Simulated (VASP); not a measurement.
## AlGaN2: single point with PBEsol

Crystal: AlGaN2.

```
Al Ga N
1.0
    -3.14834    0.00000    0.00000
     0.00000    5.44467    0.00109
     1.57417   -2.72334   -5.09597
Al Ga N
2 2 4
Direct
  0.00187 0.33414 0.00373
  0.74965 0.41556 0.49930
  0.49882 0.83237 0.99765
  0.25105 0.91916 0.50210
  0.81499 0.15503 0.62997
  0.30724 0.63398 0.61449
  0.56218 0.23420 0.12436
  0.06021 0.72155 0.12041
```

```
Program                : VASP 6.6.1
Task                   : single point
Functional             : PBEsol
Potentials or basis    : VASP PAW PBE potentials, release 64 (Al, Ga_d, N)
Cutoff                 : 600 eV
k mesh                 : 8 × 6 × 8
Occupations            : gaussian, width 0.02 eV
Spin                   : no spin polarisation
Dipole correction      : no
Further INCAR settings : ALGO = Normal; EDIFF = 1e-06; NBANDS = 36
```

The pressure is -0.3 GPa. The largest force is 0.015 eV/Å and the band gap on the k mesh is 2.90 eV.

Forces in eV/Å, atoms in the order of the input:
```
Al   0.000 -0.001  0.000
Al   0.000  0.000  0.001
Ga   0.000 -0.005 -0.002
Ga   0.000  0.000  0.001
N    0.000 -0.011  0.007
N    0.000  0.012 -0.006
N    0.000 -0.009  0.002
N    0.000  0.014 -0.004
```

Levels at points of the mesh, in eV from the valence-band top:
| k point | band 23 | band 24 | band 25 | band 26 | band 27 | band 28 | band 29 | band 30 |
| --- | --- | --- | --- | --- | --- | --- | --- | --- |
| (0.00, 0.00, 0.00) | -0.90 | -0.14 | -0.07 | 0.00 | 2.90 | 4.57 | 4.89 | 5.41 |
| (0.50, 0.00, 0.00) | -2.36 | -2.31 | -1.29 | -1.09 | 5.87 | 5.96 | 6.51 | 6.82 |
| (0.00, 0.50, 0.00) | -1.10 | -0.94 | -0.51 | -0.43 | 5.00 | 5.25 | 6.62 | 6.91 |
| (0.50, 0.50, 0.00) | -1.67 | -1.63 | -1.61 | -0.84 | 4.65 | 4.70 | 5.27 | 5.72 |
| (0.00, 0.00, 0.50) | -0.54 | -0.53 | -0.52 | -0.38 | 4.91 | 5.05 | 5.61 | 5.79 |
| (0.00, 0.50, 0.50) | -0.90 | -0.74 | -0.68 | -0.55 | 4.92 | 5.26 | 6.52 | 6.95 |

It took 5.6 min on 1 thread of Oxide Virtual Turin-like Processor, on a shared host, peak memory 0.47 GiB.

Caveat: the PAW data sets were made with another functional, which shifts forces and pressure a little. A k mesh can miss the band edges.
